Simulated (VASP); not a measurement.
# Tl (C2/m) in VASP: single point with PBE

Aim: the single point of Tl with PBE.

All numbers are computed with VASP 6.6.1; they aren't measurements. Logs are shortened: lines on timing, memory, paths and dates and some standing lists are left out, and cuts for length are marked.

**1. The cell of the first run**

The structure is monoclinic, space group C2/m (No. 12). Conventional cell: a = 6.357 Å, b = 3.369 Å, c = 3.787 Å, α = 90.00°, β = 126.27°, γ = 90.00°. Tl (site symmetry 2/m) has 12 Tl at 3.37 to 3.79 Å within 4.4 Å.

**2. Single point, PBE (strained)**

File INCAR:

```
PREC = Accurate
ENCUT = 520
EDIFF = 1E-7
ISMEAR = 0
SIGMA = 0.1
LREAL = False
LASPH = True
NELM = 60
ALGO = Fast
ISIF = 2
LWAVE = False
LCHARG = False
GGA = PE
NBANDS = 12
```

File KPOINTS:

```
regular mesh
0
Gamma
  14 14 14
```

File POSCAR:

```
Tl
1.0
    0.0000000000      2.3821650067      2.3821650067
    2.5578918196     -0.1430724549      2.5252374616
    2.5677078577      2.5350534998     -0.1528884930
Tl
1
Direct
    0.0000000000      0.0000000000      0.0000000000
```

Potentials or basis: VASP PAW PBE potentials, release 64 (Tl_d).

On the command line:

```console
cat potpaw_PBE.64/Tl_d/POTCAR > POTCAR
mpirun -np 1 vasp_std > vasp.out
```

OUTCAR:

```text
PREC = Accurate
   ENCUT = 520
   EDIFF = 1E-7
   ISMEAR = 0
   LREAL = False
   LASPH = True
   NELM = 60
   ISIF = 2
   GGA = PE

 ion  position               nearest neighbor table
   1  0.000  0.000  0.000-

  LATTYP: Found a base centered monoclinic cell.
 ALAT       =     6.3569645165
 B/A-ratio  =     0.5299526294
 C/A-ratio  =     0.5957961158
 COS(beta)  =    -0.5915226818

  Lattice vectors:

 A1 = (   2.5578918196,  -0.1430724549,   2.5252374616)
 A2 = (   2.5578918196,  -2.5252374616,   0.1430724549)
 A3 = (   0.0098160381,   2.6781259547,  -2.6781259546)

Analysis of symmetry for initial positions (statically):
=====================================================================
 Subroutine PRICEL returns:
 Original cell was already a primitive cell.

 Routine SETGRP: Setting up the symmetry group for a
 base centered monoclinic supercell.

 Subroutine GETGRP returns: Found  4 space group operations
 (whereof  4 operations were pure point group operations)
 out of a pool of  4 trial point group operations.

The static configuration has the point symmetry C_2h.

Analysis of symmetry for dynamics (positions and initial velocities):
=====================================================================
 Subroutine PRICEL returns:
 Original cell was already a primitive cell.

 Routine SETGRP: Setting up the symmetry group for a
 base centered monoclinic supercell.

 Subroutine GETGRP returns: Found  4 space group operations
 (whereof  4 operations were pure point group operations)
 out of a pool of  4 trial point group operations.

The dynamic configuration has the point symmetry C_2h.

 Subroutine INISYM returns: Found  4 space group operations
 (whereof  4 operations are pure point group operations),
 and found     1 'primitive' translations

----------------------------------------------------------------------------------------

                                     Primitive cell

  volume of cell :      32.6998

  direct lattice vectors                    reciprocal lattice vectors
     0.000000000  2.382165007  2.382165007    -0.195100492  0.210250648  0.209535553
     2.557891820 -0.143072455  2.525237462     0.195815587 -0.187056574  0.187056574
     2.567707858  2.535053500 -0.152888493     0.194385397  0.186341480 -0.186341480

  length of vectors
     3.368890060  3.597235678  3.611508657     0.355210762  0.329126219  0.327462939

  position of ions in fractional coordinates (direct lattice)
     0.000000000  0.000000000  0.000000000

  ion indices of the primitive-cell ions
   primitive index   ion index
                 1           1

----------------------------------------------------------------------------------------

 KPOINTS: regular mesh

Automatic generation of k-mesh.
 Grid dimensions read from file:
 generate k-points for:   14   14   14

 Generating k-lattice:

  Cartesian coordinates                     Fractional coordinates (reciprocal lattice)
    -0.013935749  0.015017903  0.014966825     0.071428571  0.000000000  0.000000000
     0.013986828 -0.013361184  0.013361184     0.000000000  0.071428571 -0.000000000
     0.013884671  0.013310106 -0.013310106     0.000000000 -0.000000000  0.071428571

  Length of vectors
     0.025372197  0.023509016  0.023390210

  Shift w.r.t. Gamma in fractional coordinates (k-lattice)
     0.000000000  0.000000000  0.000000000

 Subroutine IBZKPT returns following result:
 ===========================================

 Found    744 irreducible k-points:

 Following reciprocal coordinates:
            Coordinates               Weight
  0.000000  0.000000  0.000000      1.000000
  0.071429  0.000000 -0.000000      4.000000
  0.142857 -0.000000  0.000000      4.000000
  0.214286  0.000000 -0.000000      4.000000
  0.285714  0.000000  0.000000      4.000000
  0.357143  0.000000 -0.000000      4.000000
[... 16 lines left out ...]
  0.000000  0.142857  0.000000      2.000000
  0.071429  0.142857 -0.000000      4.000000
 [... further k-points ...]
   k-points           NKPTS =    744   k-points in BZ     NKDIM =    744   number of bands    NBANDS=     12
   number of dos      NEDOS =    301   number of ions     NIONS =      1
   total plane-waves  NPLWV =  21952
   dimension x,y,z NGX =    28 NGY =   28 NGZ =   28
   dimension x,y,z NGXF=    56 NGYF=   56 NGZF=   56
   ions per type =               1
   NGX,Y,Z   is equivalent  to a cutoff of  13.82, 12.94, 12.89 a.u.
   NGXF,Y,Z  is equivalent  to a cutoff of  27.63, 25.88, 25.78 a.u.
 SYSTEM =  unknown system
   PREC   = accura    normal or accurate (medium, high low for compatibility)
   ISTART =      0    job   : 0-new  1-cont  2-samecut
   ICHARG =      2    charge: 1-file 2-atom 10-const
   ISPIN  =      1    spin polarized calculation?
   LNONCOLLINEAR =      F non collinear calculations
   LSORBIT =      F    spin-orbit coupling
   LASPH  =      T    aspherical Exc in radial PAW
   ENCUT  =  520.0 eV  38.22 Ry    6.18 a.u.   6.26  6.69  6.72*2*pi/ulx,y,z
   NELM   =     60;   NELMIN=  2; NELMDL= -5     # of ELM steps
   EDIFF  = 0.1E-06   stopping-criterion for ELM
   LREAL  =      F    real-space projection
   EDIFFG = 0.1E-05   stopping-criterion for IOM
   NSW    =      0    number of steps for IOM
   IBRION =     -1    ionic relax: 0-MD 1-quasi-New 2-CG
   NFREE  =      0    steps in history (QN), initial steepest desc. (CG)
   ISIF   =      2    stress and relaxation
   ISYM   =      2    0-nonsym 1-usesym 2-fastsym
   POTIM  = 0.5000    time-step for ionic-motion
   TEBEG  =    0.0;   TEEND  =   0.0 temperature during run
   PSTRESS=    0.0 pullay stress
   NELECT =      13.0000    total number of electrons
   NUPDOWN=      -1.0000    fix difference up-down
   EMIN   =  10.00;   EMAX   =-10.00  energy-range for DOS
   EFERMI =   0.00;   METHOD = LEGACY
   ISMEAR =     0;   SIGMA  =   0.10  broadening in eV -4-tet -1-fermi 0-gaus
   EFERMI_NEDOS =   21; number of points for ismear=-14 and -15
   IALGO  =     68    algorithm
   IMIX   =      4    mixing-type and parameters
     AMIX     =   0.40;   BMIX     =  1.00
     AMIX_MAG =   1.60;   BMIX_MAG =  1.00
  volume/ion in A,a.u.               =      32.70       220.67
  Fermi-wavevector in a.u.,A,eV,Ry     =   1.203763  2.274783 19.715471  1.449046
  Thomas-Fermi vector in A             =   2.339508
   LORBIT       =      0    0 simple, 1 ext, 2 COOP (PROOUT), +10 PAW based schemes
   GGA     = PE    functional components
   LHFCALC =     F    Hartree Fock is set to
   AEXX    =    0.0000 exact exchange contribution
   IVDW    =     0    specifies the selected vdW correction
   LEPSILON=     F    determine dielectric tensor
   LRPA    =     F    only Hartree local field effects (RPA)
 non-spin polarized calculation
 RMM-DIIS sequential band-by-band and
 Gauss-broadening in eV      SIGMA  =   0.10
  energy-cutoff  :      520.00
  volume of cell :       32.70
 maximum number of plane-waves:       896
 NGX is ok and might be reduce to    28
   NGX = 13   NGY = 13   NGZ = 13

 number of electron      13.0000000 magnetization

 Free energy of the ion-electron system (eV)
  ---------------------------------------------------
  ext. energy  EPLUGINS =         0.00000000
  ---------------------------------------------------
  free energy    TOTEN  =        -2.19372120 eV

  energy without entropy =       -2.19032754  energy(sigma->0) =       -2.19202437

 E-fermi :   5.2619     XC(G=0):  -9.5290

 val. band max:        5.2594796591   @ k =   0.5000   0.3571   0.0714
 cond. band min:       5.2631748106   @ k =  -0.3571  -0.4286   0.0714
 fundamental gap:      0.0036951515
 Fermi energy:         5.2618645830

 k-point     1 :       0.0000    0.0000    0.0000
  band No.  band energies     occupation
      1      -6.2978      2.00000
      2      -6.2780      2.00000
      3      -6.1112      2.00000
      4      -6.0069      2.00000
      5      -5.9881      2.00000
      6      -3.9514      2.00000
      7      13.1126      0.00000
      8      13.7298      0.00000
      9      15.8443      0.00000
     10      16.8047      0.00000
     11      16.9162      0.00000
     12      17.8687      0.00000

 k-point     2 :       0.0714    0.0000   -0.0000
  band No.  band energies     occupation
      1      -6.2762      2.00000
      2      -6.2658      2.00000
      3      -6.1153      2.00000
      4      -6.0113      2.00000
      5      -5.9946      2.00000
      6      -3.8480      2.00000
      7      13.0301      0.00000
      8      13.4644      0.00000
      9      14.8069      0.00000
     10      16.4407      0.00000
     11      17.2376      0.00000
     12      18.0758      0.00000

 k-point     3 :       0.1429   -0.0000    0.0000
  band No.  band energies     occupation
      1      -6.2373      2.00000
      2      -6.2243      2.00000
      3      -6.1229      2.00000
      4      -6.0209      2.00000
      5      -6.0083      2.00000
      6      -3.5321      2.00000
      7      12.0047      0.00000
      8      12.8337      0.00000
      9      13.7130      0.00000
     10      15.9900      0.00000
     11      17.9492      0.00000
     12      18.6514      0.00000
[... 286 lines left out ...]
 k-point    23 :       0.0000    0.1429    0.0000
  band No.  band energies     occupation
      1      -6.3078      2.00000
      2      -6.2572      2.00000
      3      -6.0857      2.00000
      4      -6.0045      2.00000
      5      -5.9798      2.00000
      6      -3.5924      2.00000
      7      10.2704      0.00000
      8      13.2282      0.00000
      9      15.3587      0.00000
     10      16.6276      0.00000
     11      17.9861      0.00000
     12      19.1867      0.00000

 k-point    24 :       0.0714    0.1429   -0.0000
  band No.  band energies     occupation
      1      -6.2757      2.00000
      2      -6.2654      2.00000
      3      -6.0951      2.00000
      4      -6.0151      2.00000
      5      -5.9833      2.00000
      6      -3.6167      2.00000
      7      11.0040      0.00000
      8      12.6835      0.00000
      9      14.8211      0.00000
     10      16.6461      0.00000
     11      18.3385      0.00000
     12      18.8478      0.00000

 [... further k-points ...]
[... 5 lines left out ...]
  --------------------------------------------------------------------------------------
  -------------------------------------------------------------------------------------
  Total       -0.2124590     -0.1923184     -0.1923184     -0.0082878      0.1850642      0.0082878
  in kB      -10.4097737     -9.4229501     -9.4229501     -0.4060723      9.0675200      0.4060739
  external PRESSURE =      -9.7518913 kB  Pullay stress =       0.0000000 kB

 VOLUME and BASIS-vectors are now :
 -----------------------------------------------------------------------------
  energy-cutoff  :      520.00
  volume of cell :       32.70
      direct lattice vectors                 reciprocal lattice vectors
     0.000000000  2.382165007  2.382165007    -0.195100492  0.210250648  0.209535553
     2.557891820 -0.143072455  2.525237462     0.195815587 -0.187056574  0.187056574
     2.567707858  2.535053500 -0.152888493     0.194385397  0.186341480 -0.186341480

 POSITION                                       TOTAL-FORCE (eV/Angst)
 -----------------------------------------------------------------------------------
      0.00000      0.00000      0.00000         0.000000     -0.000000     -0.000000
 -----------------------------------------------------------------------------------
    total drift:                               -0.000000     -0.000000     -0.000000

  FREE ENERGIE OF THE ION-ELECTRON SYSTEM (eV)
  ---------------------------------------------------
  free  energy   TOTEN  =        -2.1937212038 eV

  energy  without entropy=       -2.1903275360  energy(sigma->0) =       -2.19202437
```

It took 4.1 min on 1 thread of Oxide Virtual Turin-like, shared host; peak memory 0.34 GiB.

Results:

```yaml
Free_energy: -2.1937 eV
Pressure: -1.0 GPa
```

Caveat: the cell differs from its parent crystal (strained); spin-orbit coupling is left out, which moves the levels of the heavy elements.
